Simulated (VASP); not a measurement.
TaHO2:

```
Ta H O
1.0
     3.00425    0.00000    0.00000
    -1.50212    2.60175    0.00000
     0.00000    0.00000    9.56517
Ta H O
2 2 4
Direct
  0.66667 0.33333 0.75000
  0.33333 0.66667 0.25000
  0.00000 0.00000 0.00000
  0.00000 0.00000 0.50000
  0.33333 0.66667 0.88500
  0.33333 0.66667 0.61500
  0.66667 0.33333 0.38500
  0.66667 0.33333 0.11500
```

```yaml
Program: VASP 6.6.1
Task: relaxation of cell and atoms
Functional: PBE
Potentials_or_basis: VASP PAW PBE potentials, release 64 (Ta_pv, H, O)
Cutoff: 600 eV
k_mesh: 6 × 6 × 2
Occupations: gaussian, width 0.1 eV
Spin: no spin polarisation
```

At the start: pressure -10.9 GPa; volume 9.35 Å³/atom.

Where does the relaxation end?

Over 14 steps the energy falls by 52.7 meV/atom; space group P6_3/mmc (No. 194, to 0.05 Å).

Step by step:
| step | energy change (eV) | largest force (eV/Å) | pressure (GPa) | volume (Å³) |
| --- | --- | --- | --- | --- |
| 1 | 0.0000 | 0.6879 | -10.87 | 74.76 |
| 2 | -0.1150 | 1.1224 | 18.00 | 68.04 |
| 3 | -0.2649 | 0.2839 | 4.14 | 70.78 |
| 4 | -0.3878 | 0.0891 | 2.17 | 71.33 |
| 5 | -0.3900 | 0.1573 | 1.91 | 71.41 |
| 6 | -0.3995 | 0.2541 | -0.78 | 72.47 |
| 7 | -0.3996 | 0.2669 | -1.13 | 72.61 |
| 8 | -0.4068 | 0.1733 | -0.67 | 72.84 |
| 9 | -0.4139 | 0.0009 | 0.40 | 73.35 |
| 10 | -0.4143 | 0.0345 | 0.68 | 73.47 |
| 11 | -0.4182 | 0.0067 | 0.10 | 73.95 |
| 12 | -0.4203 | 0.0779 | -0.78 | 74.72 |
| 13 | -0.4210 | 0.0008 | 0.48 | 74.83 |
| 14 | -0.4213 | 0.0254 | 0.05 | 74.79 |

Final structure:
```
Ta H O
1.0
     2.90283    0.00000    0.00000
    -1.45142    2.51393    0.00000
     0.00000    0.00000   10.24879
Ta H O
2 2 4
Direct
  0.66667 0.33333 0.75000
  0.33333 0.66667 0.25000
  0.00000 0.00000 0.00000
  0.00000 0.00000 0.50000
  0.33333 0.66667 0.87693
  0.33333 0.66667 0.62307
  0.66667 0.33333 0.37693
  0.66667 0.33333 0.12307
```

Caveat: the k points lie up to 0.42 Å⁻¹ apart in the final cell.
